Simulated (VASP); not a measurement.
# Be in VASP: a series of runs, part 2 of 2

VASP 6.6.1.

**3. Electric field gradients, PBEsol (volume scaled by 1.04)**

INCAR

```
PREC     = Accurate       # precision mode
ENCUT    = 520            # plane-wave cutoff, eV
EDIFF    = 1E-8           # SCF threshold, eV
ISMEAR   = -1             # smearing method
SIGMA    = 0.03           # smearing width, eV
LREAL    = F              # projectors in reciprocal space
LASPH    = T              # aspherical terms in the spheres
NELM     = 100            # most SCF steps
ALGO     = Normal         # electronic algorithm
ISIF     = 2              # what is computed and relaxed
LWAVE    = F              # write WAVECAR
LCHARG   = F              # write CHGCAR
GGA      = PS             # functional
LEFG     = T            
NBANDS   = 7              # bands
```

KPOINTS

```
regular mesh
0
Gamma
  23 23 23
```

POSCAR

```
Be
1.0
   -1.2696112759      1.2696112759      1.2696112759
    1.2696112759     -1.2696112759      1.2696112759
    1.2696112759      1.2696112759     -1.2696112759
Be
1
Direct
    0.0000000000      0.0000000000      0.0000000000
```

Potentials or basis: VASP PAW PBE potentials, release 64 (Be).

The run is started by

```sh
$ cat potpaw_PBE.64/Be/POTCAR > POTCAR
$ mpirun -np 1 vasp_std > vasp.out
```

OUTCAR:

```text
PREC = Accurate
   ENCUT = 520
   EDIFF = 1E-8
   ISMEAR = -1
   LREAL = F
   LASPH = T
   NELM = 100
   ISIF = 2
   GGA = PS

 ion  position               nearest neighbor table
   1  0.000  0.000  0.000-

  LATTYP: Found a body centered cubic cell.
 ALAT       =     2.5392225518

  Lattice vectors:

 A1 = (  -1.2696112759,   1.2696112759,   1.2696112759)
 A2 = (   1.2696112759,  -1.2696112759,   1.2696112759)
[... 445 lines left out ...]
    total drift:                                0.000000      0.000000      0.000000

  FREE ENERGIE OF THE ION-ELECTRON SYSTEM (eV)
  ---------------------------------------------------
  free  energy   TOTEN  =        -3.8910996968 eV

  energy  without entropy=       -3.8904808758  energy(sigma->0) =       -3.89079029

 Electric field gradients (V/A^2)
---------------------------------------------------------------------
 ion       V_xx      V_yy      V_zz      V_xy      V_xz      V_yz
---------------------------------------------------------------------
   1      -0.000     0.000     0.000     0.000     0.000     0.000
---------------------------------------------------------------------

 Electric field gradients after diagonalization (V/A^2)
 (convention: |V_zz| > |V_xx| > |V_yy|)
----------------------------------------------------------------------
 ion       V_xx      V_yy      V_zz     asymmetry (V_yy - V_xx)/ V_zz
----------------------------------------------------------------------
   1      -0.000    -0.000     0.000       0.000
----------------------------------------------------------------------

           NMR quadrupolar parameters

 Cq : quadrupolar parameter    Cq=e*Q*V_zz/h
 eta: asymmetry parameters     (V_yy - V_xx)/ V_zz
 Q  : nuclear electric quadrupole moment in mb (millibarn)
----------------------------------------------------------------------
 ion       Cq(MHz)       eta       Q (mb)
----------------------------------------------------------------------
   1       0.000       0.000       1.000
----------------------------------------------------------------------
```

OSZICAR:

```text
N       E                     dE             d eps       ncg     rms          rms(c)
DAV:   1    -0.269130518837E+01   -0.26913E+01   -0.10893E+03  5488   0.229E+02
DAV:   2    -0.390127280830E+01   -0.12100E+01   -0.11707E+01  7077   0.250E+01
DAV:   3    -0.390332499640E+01   -0.20522E-02   -0.20519E-02  5754   0.918E-01
DAV:   4    -0.390332531310E+01   -0.31670E-06   -0.31743E-06  7714   0.123E-02
DAV:   5    -0.390332531435E+01   -0.12463E-08   -0.43712E-10  5803   0.546E-05    0.777E-01
DAV:   6    -0.389466948164E+01    0.86558E-02   -0.49031E-04  5635   0.239E-01    0.473E-01
DAV:   7    -0.389110583905E+01    0.35636E-02   -0.54656E-04  5376   0.246E-01    0.163E-02
DAV:   8    -0.389109919848E+01    0.66406E-05   -0.13471E-06  6153   0.109E-02    0.287E-03
DAV:   9    -0.389109973195E+01   -0.53347E-06   -0.13365E-07  6314   0.209E-03    0.103E-04
DAV:  10    -0.389109971394E+01    0.18008E-07   -0.15822E-10  5180   0.120E-04    0.465E-05
DAV:  11    -0.389109969593E+01    0.18012E-07   -0.76748E-11  3206   0.907E-05    0.233E-06
DAV:  12    -0.389109969682E+01   -0.89065E-09   -0.14180E-12  2786   0.981E-06
   1 F= -.38910997E+01 E0= -.38907903E+01  d E =-.618821E-03
```

Run time: 32 s. Hardware: 1 thread of AMD EPYC 7R13, shared host; peak memory 0.09 GiB.

Results:

```yaml
Free_energy: -3.8911 eV
Pressure: -6.0 GPa
Band_gap_on_the_k_mesh: zero (band 1 reaches 11.00 eV, above the bottom of band 2 at 6.30 eV)
```

Levels at points of the mesh, in eV from the Fermi level:
```tsv
k point	band 1	band 2	band 3	band 4	band 5	band 6
(0.00, 0.00, 0.00)	-12.03	18.70	18.70	18.70	29.91	29.91
```

Caveat: without QUAD_EFG the Cq values of the log hold for a quadrupole moment of 1 mb, not for the nuclei; the PAW data sets were made with another functional, which shifts forces and pressure a little.

**4. Electric field gradients, PBEsol (zz strain of -2 %)**

INCAR

```
PREC = Accurate
ENCUT = 520
EDIFF = 1E-8
ISMEAR = -1
SIGMA = 0.03
LREAL = False
LASPH = True
NELM = 80
ALGO = Normal
ISIF = 2
LWAVE = False
LCHARG = False
GGA = PS
LEFG = True
NBANDS = 7
```

KPOINTS

```
Automatic mesh
0
Gamma
  23 23 23
```

POSCAR

```
Be
1.0
   -1.2531209513      1.2531209513      1.2280585323
    1.2531209513     -1.2531209513      1.2280585323
    1.2531209513      1.2531209513     -1.2280585323
Be
1
Direct
    0.0000000000      0.0000000000      0.0000000000
```

Potentials or basis: VASP PAW PBE potentials, release 64 (Be).

The run is started by

```sh
$ cat potpaw_PBE.64/Be/POTCAR > POTCAR
$ mpirun -np 1 vasp_std > vasp.out
```

OUTCAR:

```text
PREC = Accurate
   ENCUT = 520
   EDIFF = 1E-8
   ISMEAR = -1
   LREAL = False
   LASPH = True
   NELM = 80
   ISIF = 2
   GGA = PS

 ion  position               nearest neighbor table
   1  0.000  0.000  0.000-

  LATTYP: Found a body centered tetragonal cell.
 ALAT       =     2.5062419026
 C/A-ratio  =     0.9800000000

  Lattice vectors:

 A1 = (  -1.2531209513,   1.2531209513,   1.2280585323)
 A2 = (   1.2531209513,  -1.2531209513,   1.2280585323)
 A3 = (   1.2531209513,   1.2531209513,  -1.2280585323)

Analysis of symmetry for initial positions (statically):
=====================================================================
 Subroutine PRICEL returns:
 Original cell was already a primitive cell.

 Routine SETGRP: Setting up the symmetry group for a
[... 421 lines left out ...]
  in kB        8.4421038      8.4421038     11.1825663      0.0000000     -0.0000000      0.0000000
  external PRESSURE =       9.3555913 kB  Pullay stress =       0.0000000 kB

 VOLUME and BASIS-vectors are now :
 -----------------------------------------------------------------------------
  energy-cutoff  :      520.00
  volume of cell :        7.71
      direct lattice vectors                 reciprocal lattice vectors
    -1.253120951  1.253120951  1.228058532     0.000000000  0.399003783  0.407146717
     1.253120951 -1.253120951  1.228058532     0.399003783  0.000000000  0.407146717
     1.253120951  1.253120951 -1.228058532     0.399003783  0.399003783  0.000000000

 POSITION                                       TOTAL-FORCE (eV/Angst)
 -----------------------------------------------------------------------------------
      0.00000      0.00000      0.00000         0.000000     -0.000000      0.000000
 -----------------------------------------------------------------------------------
    total drift:                               -0.000000      0.000000     -0.000000

  FREE ENERGIE OF THE ION-ELECTRON SYSTEM (eV)
  ---------------------------------------------------
  free  energy   TOTEN  =        -3.8991888363 eV

  energy  without entropy=       -3.8986844816  energy(sigma->0) =       -3.89893666

 Electric field gradients (V/A^2)
---------------------------------------------------------------------
 ion       V_xx      V_yy      V_zz      V_xy      V_xz      V_yz
---------------------------------------------------------------------
   1       0.091     0.091    -0.182    -0.000    -0.000    -0.000
---------------------------------------------------------------------

 Electric field gradients after diagonalization (V/A^2)
 (convention: |V_zz| > |V_xx| > |V_yy|)
----------------------------------------------------------------------
 ion       V_xx      V_yy      V_zz     asymmetry (V_yy - V_xx)/ V_zz
----------------------------------------------------------------------
   1       0.091     0.091    -0.182       0.000
----------------------------------------------------------------------

           NMR quadrupolar parameters

 Cq : quadrupolar parameter    Cq=e*Q*V_zz/h
 eta: asymmetry parameters     (V_yy - V_xx)/ V_zz
 Q  : nuclear electric quadrupole moment in mb (millibarn)
----------------------------------------------------------------------
 ion       Cq(MHz)       eta       Q (mb)
----------------------------------------------------------------------
   1      -0.000       0.000       1.000
----------------------------------------------------------------------
```

OSZICAR:

```text
N       E                     dE             d eps       ncg     rms          rms(c)
DAV:   1    -0.258895743411E+01   -0.25890E+01   -0.11354E+03 14161   0.234E+02
DAV:   2    -0.391120302966E+01   -0.13222E+01   -0.12445E+01 18137   0.260E+01
DAV:   3    -0.391323123727E+01   -0.20282E-02   -0.20271E-02 14749   0.914E-01
DAV:   4    -0.391323157916E+01   -0.34189E-06   -0.34144E-06 19628   0.120E-02
DAV:   5    -0.391323157816E+01    0.10042E-08   -0.50539E-10 14952   0.614E-05    0.823E-01
DAV:   6    -0.390314873758E+01    0.10083E-01   -0.76655E-04 14126   0.305E-01    0.502E-01
DAV:   7    -0.389919763931E+01    0.39511E-02   -0.81408E-04 13958   0.311E-01    0.162E-02
DAV:   8    -0.389918830042E+01    0.93389E-05   -0.19537E-06 15764   0.134E-02    0.363E-03
DAV:   9    -0.389918886068E+01   -0.56025E-06   -0.18051E-07 16058   0.243E-03    0.133E-04
DAV:  10    -0.389918884780E+01    0.12878E-07   -0.21897E-10 13881   0.147E-04    0.522E-05
DAV:  11    -0.389918883730E+01    0.10498E-07   -0.67783E-11  8484   0.919E-05    0.250E-06
DAV:  12    -0.389918883635E+01    0.95351E-09   -0.72632E-13  7259   0.734E-06
   1 F= -.38991888E+01 E0= -.38989367E+01  d E =-.504355E-03
```

Wall time 21 s (1 thread of Intel Xeon Platinum 8488C (Sapphire Rapids), shared host); peak memory 0.14 GiB.

Results:

| Property | Result |
| --- | --- |
| Free energy | -3.8992 eV |
| Pressure | 0.9 GPa |
| Band gap on the k mesh | zero (band 1 reaches 11.88 eV, above the bottom of band 2 at 6.81 eV) |

Stress tensor (GPa, compression positive):
```
0.84 0.00 0.00
0.00 0.84 0.00
0.00 0.00 1.12
```

Caveat: the cell differs from its parent crystal (zz strain of -2 %); without QUAD_EFG the Cq values of the log hold for a quadrupole moment of 1 mb, not for the nuclei; the PAW data sets were made with another functional, which shifts forces and pressure a little.

**5. Overview**

| cell | gap on the mesh (eV) | pressure (GPa) |
| --- | --- | --- |
| a = 2.192 Å, angles 109.5°, 1 atom | none | -5.0 |
| a = 2.199 Å, angles 109.5°, 1 atom | none | -6.0 |
| a = 2.156 Å, angles 108.9, 108.9, 110.6°, 1 atom | none | 0.9 |

Alike in all rows: task electric field gradients; level PBEsol; potentials or basis VASP PAW PBE potentials, release 64 (Be); no spin polarisation; k mesh 23 × 23 × 23; cutoff (eV) 520; smearing fermi-dirac 0.03 eV.

Caveats: the PAW data sets were made with another functional, which shifts forces and pressure a little.

Total energies depend on the potentials used, so only differences within one code and one set of settings carry meaning.
